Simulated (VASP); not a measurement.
# FeBiOs3 (R3c) in VASP: further runs

FeBiOs3 is run at these levels: PBE; tasks: single point.

All numbers are computed with VASP 6.6.1; they aren't measurements. Logs are shortened: lines on timing, memory, paths and dates and some standing lists are left out, and cuts for length are marked.

**1. The cell of the first run**

The structure is trigonal, space group R3c (No. 161). The conventional cell has a = 6.152 Å, b = 6.152 Å, c = 15.268 Å, α = 90.00°, β = 90.00°, γ = 120.00°. Bi (site symmetry 3) has 6 Os at 2.55 to 2.78 Å and 1 Fe at 3.38 Å within 3.4 Å. Fe (site symmetry 3) has 6 Os at 2.14 to 2.33 Å within 2.8 Å. Within 2.8 Å of Os (site symmetry 1) lie 2 Fe at 2.14 to 2.33 Å and 2 Bi at 2.55 to 2.78 Å.

**2. Single point, PBE**

Contents of INCAR:

```
SYSTEM = FeBiOs3
  PREC = Accurate
  ENCUT = 520
  EDIFF = 1E-6
  ISMEAR = -1
  SIGMA = 0.0618
  LREAL = .FALSE.
  LASPH = .TRUE.
  NELM = 100
  ALGO = Normal
  ISIF = 2
  LWAVE = .FALSE.
  LCHARG = .TRUE.
  GGA = PE
  LELF = .TRUE.
  LVHAR = .TRUE.
  NBANDS = 58
```

Contents of KPOINTS:

```
Automatic mesh
0
G
  4 4 4
  0 0 0
```

Contents of POSCAR:

```
FeBiOs3
1.0
    3.0760880000      5.3279360000      0.0000000000
   -3.0760880000      5.3279360000      0.0000000000
    0.0000000000     -3.5519580000      5.0893740000
Bi Fe Os
2 2 6
Direct
    0.0000000000      0.0000000000      0.0000000000
    0.5000000000      0.5000000000      0.5000000000
    0.2212000000      0.2212000000      0.6636000000
    0.7212000000      0.7212000000      0.1636000000
    0.3973000000      0.5233000000      0.8629000000
    0.9423000000      0.3973000000      0.8629000000
    0.5233000000      0.9423000000      0.8629000000
    0.4423000000      0.0233000000      0.3629000000
    0.0233000000      0.8973000000      0.3629000000
    0.8973000000      0.4423000000      0.3629000000
```

Potentials or basis: VASP PAW PBE potentials, release 64 (Bi_d, Fe, Os).

On the command line:

```bash
$ cat potpaw_PBE.64/Bi_d/POTCAR potpaw_PBE.64/Fe/POTCAR potpaw_PBE.64/Os/POTCAR > POTCAR
$ mpirun -np 1 vasp_std > vasp.out
```

OUTCAR:

```text
SYSTEM = FeBiOs3
   PREC = Accurate
   ENCUT = 520
   EDIFF = 1E-6
   ISMEAR = -1
   LREAL = .FALSE.
   LASPH = .TRUE.
   NELM = 100
   ISIF = 2
   GGA = PE

 ion  position               nearest neighbor table
   1  0.000  0.000  0.000-   9 2.55   8 2.55  10 2.55   7 2.78   6 2.78   5 2.78   3 3.38   6 3.53
                             7 3.53   5 3.53
   2  0.500  0.500  0.500-   5 2.55   7 2.55   6 2.55   8 2.78  10 2.78   9 2.78   4 3.38  10 3.53
                             8 3.53   9 3.53
   3  0.221  0.221  0.664-   5 2.14   6 2.14   7 2.14   9 2.33   8 2.33  10 2.33   1 3.38
   4  0.721  0.721  0.164-   9 2.14  10 2.14   8 2.14   5 2.33   7 2.33   6 2.33   2 3.38
   5  0.397  0.523  0.863-   3 2.14   4 2.33   2 2.55   1 2.78   7 3.04   6 3.04   8 3.12   8 3.12
                            10 3.14  10 3.14   6 3.26   7 3.26   1 3.53
   6  0.942  0.397  0.863-   3 2.14   4 2.33   2 2.55   1 2.78   5 3.04   7 3.04  10 3.12  10 3.12
                             9 3.14   9 3.14   5 3.26   7 3.26   1 3.53
   7  0.523  0.942  0.863-   3 2.14   4 2.33   2 2.55   1 2.78   5 3.04   6 3.04   9 3.12   9 3.12
                             8 3.14   8 3.14   5 3.26   6 3.26   1 3.53
   8  0.442  0.023  0.363-   4 2.14   3 2.33   1 2.55   2 2.78   9 3.04  10 3.04   5 3.12   5 3.12
                             7 3.14   7 3.14   9 3.26  10 3.26   2 3.53
   9  0.023  0.897  0.363-   4 2.14   3 2.33   1 2.55   2 2.78   8 3.04  10 3.04   7 3.12   7 3.12
                             6 3.14   6 3.14  10 3.26   8 3.26   2 3.53
  10  0.897  0.442  0.363-   4 2.14   3 2.33   1 2.55   2 2.78   9 3.04   8 3.04   6 3.12   6 3.12
                             5 3.14   5 3.14   9 3.26   8 3.26   2 3.53

  LATTYP: Found a trigonal (rhomboedric) cell.
 ALAT       =     6.2062986515
 COS(alpha) =     0.5086825761

  Lattice vectors:

 A1 = (   3.0760880000,   1.7759780000,   5.0893740000)
 A2 = (  -3.0760880000,   1.7759780000,   5.0893740000)
 A3 = (   0.0000000000,  -3.5519580000,   5.0893740000)

Analysis of symmetry for initial positions (statically):
=====================================================================
 Subroutine PRICEL returns:
 Original cell was already a primitive cell.

 Routine SETGRP: Setting up the symmetry group for a
 trigonal (rhombohedral) supercell.

 Subroutine GETGRP returns: Found  6 space group operations
 (whereof  3 operations were pure point group operations)
 out of a pool of 12 trial point group operations.

The static configuration has the point symmetry C_3 .
 The point group associated with its full space group is C_3v.

Analysis of symmetry for dynamics (positions and initial velocities):
=====================================================================
 Subroutine PRICEL returns:
 Original cell was already a primitive cell.

 Routine SETGRP: Setting up the symmetry group for a
 trigonal (rhombohedral) supercell.

 Subroutine GETGRP returns: Found  6 space group operations
 (whereof  3 operations were pure point group operations)
 out of a pool of 12 trial point group operations.

The dynamic configuration has the point symmetry C_3 .
 The point group associated with its full space group is C_3v.

 Subroutine INISYM returns: Found  6 space group operations
 (whereof  3 operations are pure point group operations),
 and found     1 'primitive' translations

----------------------------------------------------------------------------------------

                                     Primitive cell

  volume of cell :     166.8215

  direct lattice vectors                    reciprocal lattice vectors
     3.076088000  5.327936000  0.000000000     0.162544114  0.093844971  0.065495952
    -3.076088000  5.327936000  0.000000000    -0.162544114  0.093844971  0.065495952
     0.000000000 -3.551958000  5.089374000     0.000000000  0.000000000  0.196487820

  length of vectors
     6.152171926  6.152171926  6.206297878     0.198789304  0.198789304  0.196487820

  position of ions in fractional coordinates (direct lattice)
     0.000000000  0.000000000  0.000000000
     0.500000000  0.500000000  0.500000000
     0.221200000  0.221200000  0.663600000
     0.721200000  0.721200000  0.163600000
     0.397300000  0.523300000  0.862900000
     0.942300000  0.397300000  0.862900000
     0.523300000  0.942300000  0.862900000
     0.442300000  0.023300000  0.362900000
     0.023300000  0.897300000  0.362900000
     0.897300000  0.442300000  0.362900000

  ion indices of the primitive-cell ions
   primitive index   ion index
                 1           1
                 2           2
                 3           3
                 4           4
                 5           5
                 6           6
                 7           7
                 8           8
                 9           9
                10          10

----------------------------------------------------------------------------------------

 KPOINTS: Automatic mesh

Automatic generation of k-mesh.
 Grid dimensions read from file:
 generate k-points for:    4    4    4

 Generating k-lattice:

  Cartesian coordinates                     Fractional coordinates (reciprocal lattice)
     0.040636029  0.023461243  0.016373988     0.250000000  0.000000000  0.000000000
    -0.040636029  0.023461243  0.016373988     0.000000000  0.250000000  0.000000000
     0.000000000  0.000000000  0.049121955     0.000000000  0.000000000  0.250000000

  Length of vectors
     0.049697326  0.049697326  0.049121955

  Shift w.r.t. Gamma in fractional coordinates (k-lattice)
     0.000000000  0.000000000  0.000000000

 Subroutine IBZKPT returns following result:
 ===========================================

 Found     13 irreducible k-points:

 Following reciprocal coordinates:
            Coordinates               Weight
  0.000000  0.000000  0.000000      1.000000
  0.250000 -0.000000 -0.000000      6.000000
  0.500000 -0.000000 -0.000000      3.000000
  0.250000  0.250000  0.000000      6.000000
  0.500000  0.250000  0.000000     12.000000
 -0.250000  0.250000  0.000000      6.000000
  0.500000  0.500000  0.000000      3.000000
  0.000000  0.000000  0.250000      2.000000
  0.250000 -0.000000  0.250000      6.000000
  0.500000 -0.000000  0.250000      6.000000
  0.250000  0.250000  0.250000      6.000000
  0.500000  0.250000  0.250000      6.000000
  0.000000  0.000000  0.500000      1.000000
   k-points           NKPTS =     13   k-points in BZ     NKDIM =     13   number of bands    NBANDS=     58
   number of dos      NEDOS =    301   number of ions     NIONS =     10
   total plane-waves  NPLWV = 110592
   dimension x,y,z NGX =    48 NGY =   48 NGZ =   48
   dimension x,y,z NGXF=    96 NGYF=   96 NGZF=   96
   ions per type =               2   2   6
   NGX,Y,Z   is equivalent  to a cutoff of  12.97, 12.97, 12.86 a.u.
   NGXF,Y,Z  is equivalent  to a cutoff of  25.94, 25.94, 25.72 a.u.
 SYSTEM =  FeBiOs3
   PREC   = accura    normal or accurate (medium, high low for compatibility)
   ISTART =      0    job   : 0-new  1-cont  2-samecut
   ICHARG =      2    charge: 1-file 2-atom 10-const
   ISPIN  =      1    spin polarized calculation?
   LNONCOLLINEAR =      F non collinear calculations
   LSORBIT =      F    spin-orbit coupling
   LASPH  =      T    aspherical Exc in radial PAW
   ENCUT  =  520.0 eV  38.22 Ry    6.18 a.u.  11.44 11.44 11.54*2*pi/ulx,y,z
   NELM   =    100;   NELMIN=  2; NELMDL= -5     # of ELM steps
   EDIFF  = 0.1E-05   stopping-criterion for ELM
   LREAL  =      F    real-space projection
   EDIFFG = 0.1E-04   stopping-criterion for IOM
   NSW    =      0    number of steps for IOM
   IBRION =     -1    ionic relax: 0-MD 1-quasi-New 2-CG
   NFREE  =      0    steps in history (QN), initial steepest desc. (CG)
   ISIF   =      2    stress and relaxation
   ISYM   =      2    0-nonsym 1-usesym 2-fastsym
   POTIM  = 0.5000    time-step for ionic-motion
   TEBEG  =    0.0;   TEEND  =   0.0 temperature during run
   PSTRESS=    0.0 pullay stress
   NELECT =      94.0000    total number of electrons
   NUPDOWN=      -1.0000    fix difference up-down
   EMIN   =  10.00;   EMAX   =-10.00  energy-range for DOS
   EFERMI =   0.00;   METHOD = LEGACY
   ISMEAR =    -1;   SIGMA  =   0.06  broadening in eV -4-tet -1-fermi 0-gaus
   EFERMI_NEDOS =   21; number of points for ismear=-14 and -15
   IALGO  =     38    algorithm
   IMIX   =      4    mixing-type and parameters
     AMIX     =   0.40;   BMIX     =  1.00
     AMIX_MAG =   1.60;   BMIX_MAG =  1.00
  volume/ion in A,a.u.               =      16.68       112.58
  Fermi-wavevector in a.u.,A,eV,Ry     =   1.352177  2.555243 24.876641  1.828382
  Thomas-Fermi vector in A             =   2.479537
   LORBIT       =      0    0 simple, 1 ext, 2 COOP (PROOUT), +10 PAW based schemes
   GGA     = PE    functional components
   LHFCALC =     F    Hartree Fock is set to
   AEXX    =    0.0000 exact exchange contribution
   IVDW    =     0    specifies the selected vdW correction
   LEPSILON=     F    determine dielectric tensor
   LRPA    =     F    only Hartree local field effects (RPA)
 non-spin polarized calculation
  energy-cutoff  :      520.00
  volume of cell :      166.82
 maximum number of plane-waves:      4525
 NGX is ok and might be reduce to    48
   NGX = 23   NGY = 23   NGZ = 23

 number of electron      93.9999985 magnetization

 Free energy of the ion-electron system (eV)
  ---------------------------------------------------
  ext. energy  EPLUGINS =         0.00000000
  ---------------------------------------------------
  free energy    TOTEN  =       -73.43209321 eV

  energy without entropy =      -73.29330309  energy(sigma->0) =      -73.36269815

 E-fermi :   8.3876     XC(G=0): -12.5751

 val. band max:        8.3119022833   @ k =  -0.2500   0.2500   0.0000
 cond. band min:       8.4080410419   @ k =   0.0000   0.0000   0.5000
 fundamental gap:      0.0961387586
 Fermi energy:         8.3875758787

 k-point     1 :       0.0000    0.0000    0.0000
  band No.  band energies     occupation
      1     -14.7078      2.00000
      2     -14.7078      2.00000
      3     -14.6970      2.00000
      4     -14.6970      2.00000
      5     -14.6594      2.00000
      6     -14.6478      2.00000
[... 50 lines left out ...]
     57       9.4959      0.00000
     58       9.6376      0.00000

 k-point     2 :       0.2500   -0.0000   -0.0000
  band No.  band energies     occupation
      1     -14.7056      2.00000
      2     -14.7055      2.00000
      3     -14.6981      2.00000
      4     -14.6978      2.00000
      5     -14.6568      2.00000
      6     -14.6491      2.00000
[... 50 lines left out ...]
     57       9.9850      0.00000
     58      10.3866      0.00000

 k-point     3 :       0.5000   -0.0000   -0.0000
  band No.  band energies     occupation
      1     -14.7024      2.00000
      2     -14.7024      2.00000
      3     -14.6997      2.00000
      4     -14.6997      2.00000
      5     -14.6523      2.00000
      6     -14.6523      2.00000
[... 545 lines left out ...]
      3     -14.6965      2.00000
      4     -14.6965      2.00000
      5     -14.6516      2.00000
      6     -14.6516      2.00000
[... 50 lines left out ...]
     57      10.5597      0.00000
     58      10.5597      0.00000

 k-point    13 :       0.0000    0.0000    0.5000
  band No.  band energies     occupation
      1     -14.6993      2.00000
      2     -14.6993      2.00000
      3     -14.6993      2.00000
      4     -14.6993      2.00000
      5     -14.6517      2.00000
      6     -14.6517      2.00000
[... 50 lines left out ...]
     57      10.0137      0.00000
     58      10.0137      0.00000

------------------------ aborting loop because EDIFF is reached ----------------------------------------

  FORCE on cell =-STRESS in cart. coord.  units (eV):
  Direction    XX          YY          ZZ          XY          YZ          ZX
  --------------------------------------------------------------------------------------
  -------------------------------------------------------------------------------------
  Total       29.3960414     29.3959895     31.1176614      0.0000000     -0.0000041      0.0000000
  in kB      282.3236857    282.3231871    298.8583650      0.0000000     -0.0000391      0.0000000
  external PRESSURE =     287.8350792 kB  Pullay stress =       0.0000000 kB

 VOLUME and BASIS-vectors are now :
 -----------------------------------------------------------------------------
  energy-cutoff  :      520.00
  volume of cell :      166.82
      direct lattice vectors                 reciprocal lattice vectors
     3.076088000  5.327936000  0.000000000     0.162544114  0.093844971  0.065495952
    -3.076088000  5.327936000  0.000000000    -0.162544114  0.093844971  0.065495952
     0.000000000 -3.551958000  5.089374000     0.000000000  0.000000000  0.196487820

 POSITION                                       TOTAL-FORCE (eV/Angst)
 -----------------------------------------------------------------------------------
      0.00000      0.00000      0.00000         0.000000      0.000001     -5.802468
      0.00000      3.55196      2.54469         0.000000      0.000001     -5.802468
      0.00000     -0.00000      3.37731         0.000000     -0.000000      0.795791
      0.00000      7.10391      0.83262         0.000000     -0.000000      0.795791
     -0.38759      1.83991      4.39162        -0.596849      0.084968      1.668892
      1.67647      4.07232      4.39162         0.224840     -0.559370      1.668892
     -1.28888      4.74364      4.39162         0.372009      0.474402      1.668892
      1.28888      1.19168      1.84693        -0.372009      0.474402      1.668892
     -2.68850      3.61589      1.84693         0.596849      0.084968      1.668892
      1.39962      5.84830      1.84693        -0.224840     -0.559370      1.668892
 -----------------------------------------------------------------------------------
    total drift:                                0.000000     -0.000043     -0.002078

  FREE ENERGIE OF THE ION-ELECTRON SYSTEM (eV)
  ---------------------------------------------------
  free  energy   TOTEN  =       -73.4320932095 eV

  energy  without entropy=      -73.2933030912  energy(sigma->0) =      -73.36269815
```

Wall time 3 min (1 thread of Intel Xeon Platinum 8488C (Sapphire Rapids), shared host); peak memory 0.4 GiB.

What came out:

| Item | Value |
| --- | --- |
| Free energy | -73.4321 eV |
| Pressure | 28.8 GPa |
| Largest force | 5.802 eV/Å |
| Band gap on the k mesh | zero (band 47 reaches 8.49 eV, above the bottom of band 48 at 8.26 eV) |

Forces in eV/Å, atoms in the order of the input:
```
Bi   0.000  0.000 -5.802
Bi   0.000  0.000 -5.802
Fe   0.000  0.000  0.796
Fe   0.000  0.000  0.796
Os  -0.597  0.085  1.669
Os   0.225 -0.559  1.669
Os   0.372  0.474  1.669
Os  -0.372  0.474  1.669
Os   0.597  0.085  1.669
Os  -0.225 -0.559  1.669
```

Caveat: spin-orbit coupling is left out, which moves the levels of the heavy elements; forces of over 1 eV/Å act on the atoms, so gaps and moduli don't describe the material at rest. Spin polarisation is off, so any magnetic state and its effect on volume and gap are missing.

(Part 1 of 2 ends here.)
